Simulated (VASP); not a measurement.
A run of VASP 6.6.1 is set up as follows.

File INCAR:

```
PREC = Accurate ; ENCUT = 520
EDIFF = 1E-6 ; ISMEAR = 0
SIGMA = 0.15 ; LREAL = F
LASPH = T ; NELM = 60
ALGO = Normal ; ISIF = 2
LWAVE = F ; LCHARG = F
GGA = PE ; NBANDS = 16
```

Contents of KPOINTS:

```
regular mesh
0
Gamma
  12 12 12
```

POSCAR

```
CoSi2
1.0
    0.0000000000      2.6801763726      2.6801763726
    2.6801763726      0.0000000000      2.6801763726
    2.6801763726      2.6801763726      0.0000000000
Co Si
1 2
Direct
   -0.0208035254      0.0208035254     -0.0208035254
    0.2794756721      0.2205243279      0.2641781714
    0.7641781714      0.7358218286      0.7794756721
```

Potentials or basis: VASP PAW PBE potentials, release 64 (Co, Si).

Run with:

```console
$ cat potpaw_PBE.64/Co/POTCAR potpaw_PBE.64/Si/POTCAR > POTCAR
$ mpirun -np 1 vasp_std > vasp.out
```

Problem. Predict the largest force.

Solution. 2.699 eV/Å.

Problem. Estimate the band gap on the k mesh.

Solution. Zero (an odd number of electrons rules out a gap without spin polarisation).

Problem. Estimate the pressure.

Solution. 4.2 GPa.

Stress tensor (GPa, compression positive):
```
5.26 0.00 0.00
0.00 2.50 3.28
0.00 3.28 4.98
```

Caveat: the cell differs from its parent crystal (atoms displaced along a vibrational mode); the cell stands under pressure; the run has no spin polarisation, though such a crystal can be magnetic; forces of over 1 eV/Å act on the atoms, so gaps and moduli don't describe the material at rest. Spin polarisation is off, so any magnetic state and its effect on volume and gap are missing.
